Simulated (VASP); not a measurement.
The system is Li2S.

```
CELL_PARAMETERS angstrom
0.00000 2.84529 2.84529
2.84529 0.00000 2.84529
2.84529 2.84529 0.00000
ATOMIC_POSITIONS crystal
Li 0.25000 0.25000 0.25000
Li 0.75000 0.75000 0.75000
S 0.00000 0.00000 0.00000
```

Base run:

| Item | Value |
| --- | --- |
| Program | VASP 6.6.1 |
| Functional | HSE06 |
| Potentials or basis | VASP PAW PBE potentials, release 64 (Li_sv, S) |
| Cutoff | 650 eV |
| k mesh | 6 × 6 × 6 |
| Occupations | gaussian, width 0.01 eV |
| Spin | no spin polarisation |

Its results: band gap on the k mesh 4.33 eV (least direct gap 5.35 eV); pressure -0.6 GPa.

Question: The run is repeated on the same cell with these changes: functional from HSE06 to r2SCAN; cutoff from 650 eV to 830 eV. What comes out?

Answer: Band gap on the k mesh 3.86 eV (least direct gap 5.05 eV); pressure -0.2 GPa.

Caveats: the PAW data sets were made with another functional, which shifts forces and pressure a little.

A k mesh can miss the band edges.
